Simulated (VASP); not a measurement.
CdSe:

```
Cd Se
1.0
     0.00000    2.96532    3.06778
     2.96532    0.00000    3.06778
     2.96532    2.96532    0.00000
Cd Se
1 1
Direct
  0.00000 0.00000 0.00000
  0.25000 0.25000 0.25000
```

This cell differs from its parent crystal: biaxial xy strain -3.3%.

Base run:

* Program: VASP 6.6.1
* Functional: r2SCAN
* Potentials or basis: VASP PAW PBE potentials, release 64 (Cd, Se)
* Cutoff: 520 eV
* k mesh: 8 × 8 × 8
* Occupations: gaussian, width 0.01 eV
* Spin: no spin polarisation

Its results: band gap on the k mesh 1.14 eV, direct; pressure 4.3 GPa.

Task: The run is repeated on the same cell with these changes: functional from r2SCAN to HSE06; k mesh from 8 × 8 × 8 to 6 × 6 × 6. What comes out?

Result: Band gap on the k mesh 1.61 eV, direct; pressure 4.5 GPa.

Several settings changed at once, so the effect can't be laid on one alone.

Caveats: the PAW data sets were made with another functional, which shifts forces and pressure a little.

